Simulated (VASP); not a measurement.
A run of VASP 6.6.1 is set up as follows.

Contents of INCAR:

```
  PREC = Accurate
  ENCUT = 520
  EDIFF = 1E-7
  ISMEAR = 0
  SIGMA = 0.03
  LREAL = F
  LASPH = T
  NELM = 80
  ALGO = Normal
  ISIF = 2
  LWAVE = F
  LCHARG = F
  GGA = PS
  NBANDS = 26
```

KPOINTS

```
regular mesh
0
Gamma
  10 10 4
```

Contents of POSCAR:

```
Si
1.0
    0.0000000000      0.0000000000      3.8373624245
    3.3221878745     -3.3221878745     -1.9186812122
    6.6443757490      6.6443757490      0.0000000000
Si
8
Direct
   -0.0368681581      0.0000000000      0.1787304307
    0.4778693003      0.0000000000      0.6787304307
    0.4778693003      0.0000000000      0.3212695693
   -0.0368681581      0.0000000000      0.8212695693
    0.7586223722      0.6425391386      0.0000000000
    0.4429156242      0.6425391386      0.5000000000
    0.1160832336      0.3574608614      0.0000000000
    0.8003764856      0.3574608614      0.5000000000
```

Potentials or basis: VASP PAW PBE potentials, release 64 (Si).

The run is started by

```console
$ cat potpaw_PBE.64/Si/POTCAR > POTCAR
$ mpirun -np 1 vasp_std > vasp.out
```

Estimate the band gap on the k mesh.

zero (bands 16 and 17 overlap by 0.44 eV).

Predict the largest force.

1.003 eV/Å.

Forces in eV/Å, atoms in the order of the input:
```
Si  -0.096 -0.096  0.305
Si  -0.393 -0.393  0.258
Si   0.393  0.393  0.258
Si   0.096  0.096  0.305
Si   0.007 -0.007  0.289
Si   0.374 -0.374 -0.852
Si  -0.007  0.007  0.289
Si  -0.374  0.374 -0.852
```

Caveat: the cell differs from its parent crystal (atoms displaced along several vibrational modes); semilocal functionals underestimate gaps, and a narrow one can read as zero; the PAW data sets were made with another functional, which shifts forces and pressure a little.
